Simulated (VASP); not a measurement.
# Al16ZnN16 (a cell with a defect): single point with PBE

System: Al16ZnN16 (a cell with a defect).

```xyz
33
Lattice="6.2595 0.0000 0.0000 -3.1298 5.4209 0.0000 0.0000 0.0000 10.0348" Properties=species:S:1:pos:R:3 pbc="T T T"
Al    1.6543    0.9525    2.3372
Al   -0.0036    1.9103    5.1429
Al    1.5637    0.8984    7.5518
Al   -0.0038    1.8015   10.0113
Al   -0.0042    3.6101    2.5226
Al   -1.4911    4.4704    5.1410
Al   -0.0012    3.6095    7.6111
Al   -1.5710    4.5147   10.0126
Al    4.5999    0.9511    2.3339
Al    3.1297    1.8023    5.0458
Al    4.6959    0.8974    7.5522
Al    3.1242    1.8051    9.9056
Al    3.1268    3.5044    2.3416
Al    1.4703    4.4620    5.1418
Al    3.1290    3.6097    7.5515
Al    1.5625    4.5143   10.0117
N     1.5538    0.9227    4.3994
N     0.0084    1.7826    1.9228
N     1.5421    0.9012    9.4423
N     0.0105    1.8074    6.9781
N    -0.0210    3.6213    4.4210
N    -1.5645    4.5115    1.9134
N    -0.0145    3.6160    9.4859
N    -1.5470    4.5016    6.9766
N     4.6733    0.9108    4.4016
N     3.1349    1.7994    1.7723
N     4.6877    0.9016    9.4458
N     3.1412    1.7949    6.9278
N     3.1043    3.6079    4.3987
N     1.5841    4.5115    1.9223
N     3.1149    3.6263    9.4415
N     1.5651    4.4999    6.9775
Zn   -0.0100    0.0042    3.6270
```

```json
{
 "Program": "VASP 6.6.1",
 "Task": "single point",
 "Functional": "PBE",
 "Potentials or basis": "VASP PAW PBE potentials, release 64 (Al, N, Zn)",
 "Cutoff": "520 eV",
 "k mesh": "2 × 2 × 2, shifted",
 "Occupations": "fermi-dirac, width 0.01 eV",
 "Spin": "no spin polarisation"
}
```

```yaml
Largest_force: 0.281 eV/Å
```

Forces on the atoms (eV/Å):
```
Al   0.097 -0.108 -0.112
Al  -0.090  0.035 -0.122
Al   0.103 -0.075 -0.101
Al  -0.131  0.057 -0.049
Al   0.127 -0.079 -0.100
Al  -0.071  0.043 -0.094
Al   0.107 -0.065 -0.123
Al  -0.141  0.081 -0.105
Al   0.169 -0.099 -0.098
Al  -0.143  0.081 -0.140
Al   0.120 -0.077 -0.088
Al  -0.137  0.074 -0.053
Al   0.143 -0.035 -0.123
Al  -0.077  0.061 -0.123
Al   0.111 -0.057 -0.103
Al  -0.117  0.083 -0.051
N    0.176 -0.143  0.149
N   -0.207  0.111  0.005
N    0.206 -0.094  0.103
N   -0.179  0.100  0.127
N    0.160 -0.093  0.148
N   -0.208  0.119  0.147
N    0.190 -0.104  0.146
N   -0.163  0.100  0.146
N    0.150 -0.086  0.070
N   -0.207  0.122  0.015
N    0.184 -0.109  0.062
N   -0.172  0.105  0.082
N    0.206 -0.074  0.152
N   -0.195  0.145  0.011
N    0.189 -0.125  0.102
N   -0.175  0.109  0.127
Zn  -0.027 -0.002 -0.004
```

Levels at points of the mesh, in eV from the Fermi level:
| k point | band 66 | band 67 | band 68 | band 69 | band 70 | band 71 | band 72 | band 73 |
| --- | --- | --- | --- | --- | --- | --- | --- | --- |
| (0.25, 0.25, 0.25) | -0.74 | -0.67 | -0.61 | -0.38 | 4.40 | 5.35 | 5.65 | 5.76 |

Wall time 8 min on 1 thread of Intel(R) Xeon(R) 6975P-C (Granite Rapids), with other jobs on the host, peak memory 0.56 GiB.

Caveat: the k points lie up to 0.58 Å⁻¹ apart; the cell carries a net charge on a neutralising background, which shifts energy and pressure; the cell is charged against a uniform background, so pressure and absolute levels hang on convention.
